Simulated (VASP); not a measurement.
A run of VASP 6.6.1:

Contents of INCAR:

```
PREC = Accurate
ENCUT = 520
EDIFF = 1E-6
ISMEAR = 0
SIGMA = 0.03
LREAL = F
LASPH = T
NELM = 60
ALGO = Normal
ISIF = 2
LWAVE = F
LCHARG = T
GGA = PE
LELF = T
LVHAR = T
NBANDS = 44
```

File KPOINTS:

```
Automatic mesh
0
Gamma
  12 12 2
```

File POSCAR:

```
Ge2Sb2Te5
1.0
    4.3894916798      0.0000000000      0.0000000000
   -2.1947458399      3.8014113044      0.0000000000
    0.0000000000      0.0000000000     19.8001190691
Ge Sb Te
2 2 5
Direct
    0.0000000000      0.0000000000      0.3313200918
    0.0000000000      0.0000000000      0.6686799082
    0.3333333333      0.6666666667      0.1120971408
    0.6666666667      0.3333333333      0.8879028592
    0.0000000000      0.0000000000      0.0000000000
    0.3333333333      0.6666666667      0.7914345914
    0.6666666667      0.3333333333      0.2085654086
    0.3333333333      0.6666666667      0.4096023866
    0.6666666667      0.3333333333      0.5903976134
```

Potentials or basis: VASP PAW PBE potentials, release 64 (Ge_d, Sb, Te).

Launch:

```sh
$ cat potpaw_PBE.64/Ge_d/POTCAR potpaw_PBE.64/Sb/POTCAR potpaw_PBE.64/Te/POTCAR > POTCAR
$ mpirun -np 1 vasp_std > vasp.out
```

Hardware: 1 thread of Intel Xeon 8259CL, with other jobs on the host.

Problem. Estimate the wall time of this run.

Solution. It took 13 min on 1 thread of Intel Xeon 8259CL, with other jobs on the host, peak memory 0.79 GiB. Counts: scf iterations 14, k points 38.
